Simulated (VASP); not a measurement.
Wanted: the native input for a VASP 6.6.1 run.

* Task: single point
* Functional: PBE
* Potentials or basis: VASP PAW PBE potentials, release 64 (Ge_d, Os)
* Cutoff: 520 eV
* k mesh: 6 × 6 × 6
* Occupations: gaussian, width 0.1 eV
* Spin: no spin polarisation
* Dipole correction: no
* Further INCAR settings: ALGO = Normal; EDIFF = 1e-06; NBANDS = 22

The structure of GeOs2 lies in POSCAR:

```
GeOs2
1.0
    0.0000000000      2.8958173652      2.8958173652
    2.8958173652      0.0000000000      2.8958173652
    2.8958173652      2.8958173652      0.0000000000
Ge Os
1 2
Direct
    0.0000000000      0.0000000000      0.0000000000
    0.2500000000      0.2500000000      0.2500000000
    0.7500000000      0.7500000000      0.7500000000
```

One way to write it, as run:

INCAR

```
SYSTEM = GeOs2
PREC = Accurate ; ENCUT = 520
EDIFF = 1E-6 ; ISMEAR = 0
SIGMA = 0.1 ; LREAL = .False.
LASPH = .True. ; NELM = 100
ALGO = Normal ; ISIF = 2
LWAVE = .False. ; LCHARG = .False.
GGA = PE ; NBANDS = 22
```

KPOINTS

```
regular mesh
0
Gamma
  6 6 6
  0 0 0
```

Potentials or basis: VASP PAW PBE potentials, release 64 (Ge_d, Os).

Launch:

```console
$ cat potpaw_PBE.64/Ge_d/POTCAR potpaw_PBE.64/Os/POTCAR > POTCAR
$ mpirun -np 1 vasp_std > vasp.out
```

It gave:

```yaml
Pressure: 0.5 GPa
Band_gap_on_the_k_mesh: zero (bands 15 and 16 overlap by 3.62 eV)
```

Caveat: spin-orbit coupling is left out, which moves the levels of the heavy elements.

Wall time 9.5 s on 1 thread of Intel(R) Xeon(R) 6975P-C (Granite Rapids) (shared host), peak memory 0.17 GiB.
